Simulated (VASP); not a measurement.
Here is a VASP 6.6.1 calculation.

POSCAR

```
GaN
1.0
    3.1830969073      0.0000000000      0.0000000000
   -1.5915484537      2.7566427844      0.0000000000
    0.0000000000      0.0000000000      5.1835829282
Ga N
2 2
Direct
    0.6666666667      0.3333333333      0.4991072756
    0.3333333333      0.6666666667      0.9991072756
    0.6666666667      0.3333333333      0.8758927244
    0.3333333333      0.6666666667      0.3758927244
```

File INCAR.step1:

```
SYSTEM = GaN
  PREC = Accurate
  ENCUT = 520
  ISMEAR = 0
  SIGMA = 0.02
  LREAL = .FALSE.
  LASPH = .TRUE.
  NELM = 60
  NBANDS = 26
  GGA = PE
  ALGO = Normal
  EDIFF = 1E-4
  LWAVE = .TRUE.
  LCHARG = .FALSE.
```

INCAR.step2

```
SYSTEM = GaN
  PREC = Accurate
  ENCUT = 520
  EDIFF = 1E-6
  ISMEAR = 0
  SIGMA = 0.02
  LREAL = .FALSE.
  LASPH = .TRUE.
  NELM = 60
  ALGO = Normal
  ISIF = 2
  LWAVE = .FALSE.
  LCHARG = .FALSE.
  METAGGA = R2SCAN
  LMIXTAU = .TRUE.
  NBANDS = 26
  ISTART = 1
```

KPOINTS

```
Automatic mesh
0
G
  12 12 6
  0 0 0
```

Potentials or basis: VASP PAW PBE potentials, release 64 (Ga_d, N).

The run is started by

```bash
$ cat potpaw_PBE.64/Ga_d/POTCAR potpaw_PBE.64/N/POTCAR > POTCAR
$ cp INCAR.step1 INCAR
$ mpirun -np 1 vasp_std > vasp.out
$ cp INCAR.step2 INCAR
$ mpirun -np 1 vasp_std > vasp.out
```

Predict the band gap on the k mesh.

2.34 eV, direct.

Predict the pressure.

1.1 GPa.

Estimate the largest force.

0.006 eV/Å.

Forces on the atoms (eV/Å):
```
Ga   0.000  0.000  0.006
Ga   0.000  0.000  0.006
N    0.000  0.000 -0.006
N    0.000  0.000 -0.006
```

Caveat: the PAW data sets were made with another functional, which shifts forces and pressure a little. r2SCAN opens gaps a little over a GGA but as a rule still falls short of measured ones.
